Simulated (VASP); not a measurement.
Wanted: the native input for a VASP 6.6.1 run.

* Task: relaxation of cell and atoms
* Functional: PBEsol
* Potentials or basis: VASP PAW PBE potentials, release 64 (Pb_d)
* Cutoff: 500 eV
* k mesh: 7 × 7 × 7
* Occupations: methfessel-paxton, width 0.05 eV
* Spin: no spin polarisation
* Dipole correction: no
* Further INCAR settings: ALGO = Normal; EDIFF = 1e-07; IBRION = 2; EDIFFG = -0.03; NSW = 60; ISIF = 3

The structure of Pb lies in POSCAR:

```
Pb
1.0
    0.0000000000      2.4750200000      2.4750200000
    2.4750200000      0.0000000000      2.4750200000
    2.4750200000      2.4750200000      0.0000000000
Pb
1
Direct
    0.0000000000      0.0000000000      0.0000000000
```

The input as run:

INCAR

```
SYSTEM = Pb
  PREC = Accurate
  ENCUT = 500
  EDIFF = 1E-7
  ISMEAR = 1
  SIGMA = 0.05
  LREAL = .FALSE.
  LASPH = .TRUE.
  NELM = 120
  ALGO = Normal
  ISIF = 3
  LWAVE = .FALSE.
  LCHARG = .FALSE.
  GGA = PS
  IBRION = 2
  NSW = 60
  EDIFFG = -0.03
  GGA_COMPAT = .FALSE.
  NELMIN = 4
```

KPOINTS

```
Automatic mesh
0
G
  7 7 7
  0 0 0
```

Potentials or basis: VASP PAW PBE potentials, release 64 (Pb_d).

Run with:

```console
$ cat potpaw_PBE.64/Pb_d/POTCAR > POTCAR
$ mpirun -np 1 vasp_std > vasp.out
```

Results of the run:

The pressure after relaxing is -0.1 GPa. The band gap on the k mesh is zero (bands 7 and 8 overlap by 8.87 eV).

Caveat: the relaxation stopped at its first step, so nothing moved; the PAW data sets were made with another functional, which shifts forces and pressure a little; spin-orbit coupling is left out, which moves the levels of the heavy elements.

Wall time 3.9 s on 1 thread of AMD EPYC 9R45 96-Core Processor (Zen 5), with other jobs on the host, peak memory 0.12 GiB.
